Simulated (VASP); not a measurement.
# P (Cmce) in VASP: a series of runs

Runs on P. Level: LDA. Tasks: single point.

Program: VASP 6.6.1. These are calculated values, not measurements. Logs are shortened: lines on timing, memory, paths and dates and some standing lists are left out, and cuts for length are marked.

**1. The cell of the first run**

Symmetry: Cmce, No. 64, orthorhombic system. Conventional cell: a = 3.352 Å, b = 10.078 Å, c = 4.039 Å, α = 90.00°, β = 90.00°, γ = 90.00°. P (site symmetry m) has 5 P at 2.23 to 3.07 Å within 3.1 Å.

**2. Single point, LDA**

File INCAR:

```
PREC = Accurate
ENCUT = 520
EDIFF = 1E-6
ISMEAR = -1
SIGMA = 0.05
LREAL = False
LASPH = True
NELM = 80
ALGO = Normal
ISIF = 2
LWAVE = False
LCHARG = False
NBANDS = 18
```

File KPOINTS:

```
regular mesh
0
Gamma
  11 11 8
```

File POSCAR:

```
P
1.0
    1.6761948657     -5.0390752980      0.0000000000
    1.6761948657      5.0390752980      0.0000000000
    0.0000000000      0.0000000000      4.0387457901
P
4
Direct
    0.1075544155      0.8924455845      0.9323210340
    0.6075544155      0.3924455845      0.5676789660
    0.8924455845      0.1075544155      0.0676789660
    0.3924455845      0.6075544155      0.4323210340
```

Potentials or basis: VASP PAW LDA potentials, release 64 (P).

On the command line:

```sh
> cat potpaw_LDA.64/P/POTCAR > POTCAR
> mpirun -np 1 vasp_std > vasp.out
```

OUTCAR:

```text
PREC = Accurate
   ENCUT = 520
   EDIFF = 1E-6
   ISMEAR = -1
   LREAL = False
   LASPH = True
   NELM = 80
   ISIF = 2

 ion  position               nearest neighbor table
   1  0.108  0.892  0.932-   2 2.23   2 2.23   3 2.24
   2  0.608  0.392  0.568-   1 2.23   1 2.23   4 2.24
   3  0.892  0.108  0.068-   4 2.23   4 2.23   1 2.24
   4  0.392  0.608  0.432-   3 2.23   3 2.23   2 2.24

  LATTYP: Found a base centered orthorhombic cell.
 ALAT       =     3.3523897314
 B/A-ratio  =     3.0062586404
 C/A-ratio  =     1.2047363564

  Lattice vectors:

 A1 = (   1.6761948657,  -5.0390752980,   0.0000000000)
 A2 = (   1.6761948657,   5.0390752980,   0.0000000000)
 A3 = (   0.0000000000,   0.0000000000,   4.0387457901)

Analysis of symmetry for initial positions (statically):
=====================================================================
 Subroutine PRICEL returns:
 Original cell was already a primitive cell.

 Routine SETGRP: Setting up the symmetry group for a
 base centered orthorhombic supercell.

 Subroutine GETGRP returns: Found  8 space group operations
 (whereof  4 operations were pure point group operations)
 out of a pool of  8 trial point group operations.

The static configuration has the point symmetry C_2h.
 The point group associated with its full space group is D_2h.

Analysis of symmetry for dynamics (positions and initial velocities):
=====================================================================
 Subroutine PRICEL returns:
 Original cell was already a primitive cell.

 Routine SETGRP: Setting up the symmetry group for a
 base centered orthorhombic supercell.

 Subroutine GETGRP returns: Found  8 space group operations
 (whereof  4 operations were pure point group operations)
 out of a pool of  8 trial point group operations.

The dynamic configuration has the point symmetry C_2h.
 The point group associated with its full space group is D_2h.

 Subroutine INISYM returns: Found  8 space group operations
 (whereof  4 operations are pure point group operations),
 and found     1 'primitive' translations

----------------------------------------------------------------------------------------

                                     Primitive cell

  volume of cell :      68.2263

  direct lattice vectors                    reciprocal lattice vectors
     1.676194866 -5.039075298  0.000000000     0.298294673 -0.099224554  0.000000000
     1.676194866  5.039075298  0.000000000     0.298294673  0.099224554  0.000000000
     0.000000000  0.000000000  4.038745790     0.000000000  0.000000000  0.247601620

  length of vectors
     5.310546967  5.310546967  4.038745790     0.314364795  0.314364795  0.247601620

  position of ions in fractional coordinates (direct lattice)
     0.107554415  0.892445585  0.932321034
     0.607554415  0.392445585  0.567678966
     0.892445585  0.107554415  0.067678966
     0.392445585  0.607554415  0.432321034

  ion indices of the primitive-cell ions
   primitive index   ion index
                 1           1
                 2           2
                 3           3
                 4           4

----------------------------------------------------------------------------------------

 KPOINTS: regular mesh

Automatic generation of k-mesh.
 Grid dimensions read from file:
 generate k-points for:   11   11    8

 Generating k-lattice:

  Cartesian coordinates                     Fractional coordinates (reciprocal lattice)
     0.027117698 -0.009020414  0.000000000     0.090909091  0.000000000  0.000000000
     0.027117698  0.009020414  0.000000000     0.000000000  0.090909091  0.000000000
     0.000000000  0.000000000  0.030950202     0.000000000  0.000000000  0.125000000

  Length of vectors
     0.028578618  0.028578618  0.030950202

  Shift w.r.t. Gamma in fractional coordinates (k-lattice)
     0.000000000  0.000000000  0.000000000

 Subroutine IBZKPT returns following result:
 ===========================================

 Found    180 irreducible k-points:

 Following reciprocal coordinates:
            Coordinates               Weight
  0.000000  0.000000  0.000000      1.000000
  0.090909  0.000000  0.000000      4.000000
  0.181818  0.000000  0.000000      4.000000
  0.272727 -0.000000  0.000000      4.000000
  0.363636  0.000000  0.000000      4.000000
  0.454545 -0.000000  0.000000      4.000000
[... 16 lines left out ...]
 -0.272727  0.181818  0.000000      4.000000
 -0.181818  0.181818  0.000000      2.000000
 [... further k-points ...]
   k-points           NKPTS =    180   k-points in BZ     NKDIM =    180   number of bands    NBANDS=     18
   number of dos      NEDOS =    301   number of ions     NIONS =      4
   total plane-waves  NPLWV =  48000
   dimension x,y,z NGX =    40 NGY =   40 NGZ =   30
   dimension x,y,z NGXF=    80 NGYF=   80 NGZF=   60
   ions per type =               4
   NGX,Y,Z   is equivalent  to a cutoff of  12.52, 12.52, 12.35 a.u.
   NGXF,Y,Z  is equivalent  to a cutoff of  25.04, 25.04, 24.70 a.u.
 SYSTEM =  unknown system
   PREC   = accura    normal or accurate (medium, high low for compatibility)
   ISTART =      0    job   : 0-new  1-cont  2-samecut
   ICHARG =      2    charge: 1-file 2-atom 10-const
   ISPIN  =      1    spin polarized calculation?
   LNONCOLLINEAR =      F non collinear calculations
   LSORBIT =      F    spin-orbit coupling
   LASPH  =      T    aspherical Exc in radial PAW
   ENCUT  =  520.0 eV  38.22 Ry    6.18 a.u.   9.87  9.87  7.51*2*pi/ulx,y,z
   NELM   =     80;   NELMIN=  2; NELMDL= -5     # of ELM steps
   EDIFF  = 0.1E-05   stopping-criterion for ELM
   LREAL  =      F    real-space projection
   EDIFFG = 0.1E-04   stopping-criterion for IOM
   NSW    =      0    number of steps for IOM
   IBRION =     -1    ionic relax: 0-MD 1-quasi-New 2-CG
   NFREE  =      0    steps in history (QN), initial steepest desc. (CG)
   ISIF   =      2    stress and relaxation
   ISYM   =      2    0-nonsym 1-usesym 2-fastsym
   POTIM  = 0.5000    time-step for ionic-motion
   TEBEG  =    0.0;   TEEND  =   0.0 temperature during run
   PSTRESS=    0.0 pullay stress
   NELECT =      20.0000    total number of electrons
   NUPDOWN=      -1.0000    fix difference up-down
   EMIN   =  10.00;   EMAX   =-10.00  energy-range for DOS
   EFERMI =   0.00;   METHOD = LEGACY
   ISMEAR =    -1;   SIGMA  =   0.05  broadening in eV -4-tet -1-fermi 0-gaus
   EFERMI_NEDOS =   21; number of points for ismear=-14 and -15
   IALGO  =     38    algorithm
   IMIX   =      4    mixing-type and parameters
     AMIX     =   0.40;   BMIX     =  1.00
     AMIX_MAG =   1.60;   BMIX_MAG =  1.00
  volume/ion in A,a.u.               =      17.06       115.10
  Fermi-wavevector in a.u.,A,eV,Ry     =   1.087512  2.055100 16.091381  1.182683
  Thomas-Fermi vector in A             =   2.223673
   LORBIT       =      0    0 simple, 1 ext, 2 COOP (PROOUT), +10 PAW based schemes
   GGA     = CA    functional components
   LHFCALC =     F    Hartree Fock is set to
   AEXX    =    0.0000 exact exchange contribution
   IVDW    =     0    specifies the selected vdW correction
   LEPSILON=     F    determine dielectric tensor
   LRPA    =     F    only Hartree local field effects (RPA)
 non-spin polarized calculation
  energy-cutoff  :      520.00
  volume of cell :       68.23
 maximum number of plane-waves:      1857
   NGX = 19   NGY = 19   NGZ = 15

 number of electron      19.9999997 magnetization

 Free energy of the ion-electron system (eV)
  ---------------------------------------------------
  ext. energy  EPLUGINS =         0.00000000
  ---------------------------------------------------
  free energy    TOTEN  =       -24.11066994 eV

  energy without entropy =      -24.10804276  energy(sigma->0) =      -24.10935635

 E-fermi :   7.7240     XC(G=0): -10.6093

 val. band max:        7.6918992086   @ k =  -0.4545   0.0909   0.0000
 cond. band min:       7.7433854944   @ k =  -0.0909   0.0909   0.3750
 fundamental gap:      0.0514862858
 Fermi energy:         7.7239974884

 k-point     1 :       0.0000    0.0000    0.0000
  band No.  band energies     occupation
      1      -8.3972      2.00000
      2      -4.8024      2.00000
      3      -1.2196      2.00000
      4       0.2165      2.00000
      5       2.5059      2.00000
      6       3.4176      2.00000
[... 10 lines left out ...]
     17      14.8014      0.00000
     18      15.1160      0.00000

 k-point     2 :       0.0909    0.0000    0.0000
  band No.  band energies     occupation
      1      -8.2934      2.00000
      2      -4.7269      2.00000
      3      -1.3491      2.00000
      4       0.3331      2.00000
      5       2.6067      2.00000
      6       2.9543      2.00000
[... 10 lines left out ...]
     17      13.8228      0.00000
     18      14.6821      0.00000

 k-point     3 :       0.1818    0.0000    0.0000
  band No.  band energies     occupation
      1      -7.9834      2.00000
      2      -4.4983      2.00000
      3      -1.8160      2.00000
      4       0.6761      2.00000
      5       1.7080      2.00000
      6       2.5255      2.00000
[... 10 lines left out ...]
     17      12.4294      0.00000
     18      14.6562      0.00000

 k-point     4 :       0.2727   -0.0000    0.0000
  band No.  band energies     occupation
      1      -7.4720      2.00000
      2      -4.1110      2.00000
      3      -2.6731      2.00000
      4       0.3741      2.00000
      5       1.2229      2.00000
      6       2.3665      2.00000
[... 375 lines left out ...]
      4       1.3542      2.00000
      5       1.8051      2.00000
      6       2.6117      2.00000
[... 10 lines left out ...]
     17      12.7434      0.00000
     18      13.5335      0.00000

 k-point    23 :      -0.2727    0.1818    0.0000
  band No.  band energies     occupation
      1      -8.1523      2.00000
      2      -5.1718      2.00000
      3      -1.3032      2.00000
      4       0.8958      2.00000
      5       2.6631      2.00000
      6       2.8167      2.00000
[... 10 lines left out ...]
     17      13.3198      0.00000
     18      14.0258      0.00000

 k-point    24 :      -0.1818    0.1818    0.0000
  band No.  band energies     occupation
      1      -8.2994      2.00000
      2      -5.1258      2.00000
      3      -1.1724      2.00000
      4       0.6209      2.00000
      5       2.6840      2.00000
      6       3.2992      2.00000
[... 10 lines left out ...]
     17      14.0987      0.00000
     18      14.4948      0.00000

 [... further k-points ...]

------------------------ aborting loop because EDIFF is reached ----------------------------------------

  FORCE on cell =-STRESS in cart. coord.  units (eV):
  Direction    XX          YY          ZZ          XY          YZ          ZX
  --------------------------------------------------------------------------------------
  -------------------------------------------------------------------------------------
  Total       -0.6504423      0.1606324     -0.0649559      0.0000000      0.0000000      0.0000000
  in kB      -15.2745160      3.7721759     -1.5253772      0.0000000      0.0000000      0.0000000
  external PRESSURE =      -4.3425724 kB  Pullay stress =       0.0000000 kB

 VOLUME and BASIS-vectors are now :
 -----------------------------------------------------------------------------
  energy-cutoff  :      520.00
  volume of cell :       68.23
      direct lattice vectors                 reciprocal lattice vectors
     1.676194866 -5.039075298  0.000000000     0.298294673 -0.099224554  0.000000000
     1.676194866  5.039075298  0.000000000     0.298294673  0.099224554  0.000000000
     0.000000000  0.000000000  4.038745790     0.000000000  0.000000000  0.247601620

 POSITION                                       TOTAL-FORCE (eV/Angst)
 -----------------------------------------------------------------------------------
      1.67619      3.95513      3.76541         0.000000      0.009470     -0.049828
      1.67619     -1.08395      2.29271         0.000000      0.009470      0.049828
      1.67619     -3.95513      0.27334         0.000000     -0.009470      0.049828
      1.67619      1.08395      1.74603         0.000000     -0.009470     -0.049828
 -----------------------------------------------------------------------------------
    total drift:                                0.000000     -0.000000      0.000000

  FREE ENERGIE OF THE ION-ELECTRON SYSTEM (eV)
  ---------------------------------------------------
  free  energy   TOTEN  =       -24.1106699416 eV

  energy  without entropy=      -24.1080427598  energy(sigma->0) =      -24.10935635
```

It took 97 s on 1 thread of Intel Xeon Platinum 8488C (Sapphire Rapids), shared host; peak memory 0.27 GiB.

Results:

| Item | Value |
| --- | --- |
| Free energy | -24.1107 eV |
| Pressure | -0.4 GPa |
| Largest force | 0.051 eV/Å |
| Band gap on the k mesh | zero (bands 10 and 11 overlap by 0.32 eV) |

Forces on the atoms (eV/Å):
```
P    0.000  0.009 -0.050
P    0.000  0.009  0.050
P    0.000 -0.009  0.050
P    0.000 -0.009 -0.050
```

Stress tensor (GPa, compression positive):
```
-1.53  0.00  0.00
 0.00  0.38  0.00
 0.00  0.00 -0.15
```

Levels at points of the mesh, in eV from the Fermi level:
```tsv
k point	band 7	band 8	band 9	band 10	band 11	band 12	band 13	band 14
(0.00, 0.00, 0.00)	-3.99	-2.86	-2.80	-1.32	1.10	1.27	1.73	3.55
(0.00, 0.00, 0.50)	-3.19	-3.19	-0.79	-0.79	1.31	1.31	1.84	1.84
```

**3. Single point, LDA**

File INCAR:

```
SYSTEM = P
ALGO = Normal
EDIFF = 1E-6
ENCUT = 520
GGA = CA
ISIF = 2
ISMEAR = -1
LASPH = .True.
LCHARG = .False.
LREAL = .False.
LWAVE = .False.
NBANDS = 18
NELM = 80
PREC = Accurate
SIGMA = 0.05
```

File KPOINTS:

```
k-points
0
Gamma
  14 14 11
  0 0 0
```

POSCAR is that of step 2.

Potentials or basis: VASP PAW LDA potentials, release 64 (P).

On the command line:

```sh
> cat potpaw_LDA.64/P/POTCAR > POTCAR
> mpirun -np 1 vasp_std > vasp.out
```

Wall time 3 min (1 thread of Intel Xeon Platinum 8488C (Sapphire Rapids), shared host); peak memory 0.39 GiB.

Results (log left out):

```
Free energy            : -24.1095 eV
Pressure               : -0.4 GPa
Largest force          : 0.060 eV/Å
Band gap on the k mesh : zero (bands 10 and 11 overlap by 0.28 eV)
```

Forces on the atoms (eV/Å):
```
P    0.000  0.015 -0.058
P    0.000  0.015  0.058
P    0.000 -0.015  0.058
P    0.000 -0.015 -0.058
```

Stress tensor (GPa, compression positive):
```
-1.39  0.00  0.00
 0.00  0.39  0.00
 0.00  0.00 -0.15
```

Levels at points of the mesh, in eV from the Fermi level:
```tsv
k point	band 8	band 9	band 10	band 11	band 12	band 13
(0.00, 0.00, 0.00)	-2.86	-2.80	-1.31	1.10	1.28	1.73
(0.50, 0.00, 0.00)	-3.13	-2.62	-2.62	0.66	0.66	1.17
(0.50, 0.50, 0.00)	-2.25	-1.93	-0.56	0.23	0.70	2.35
```
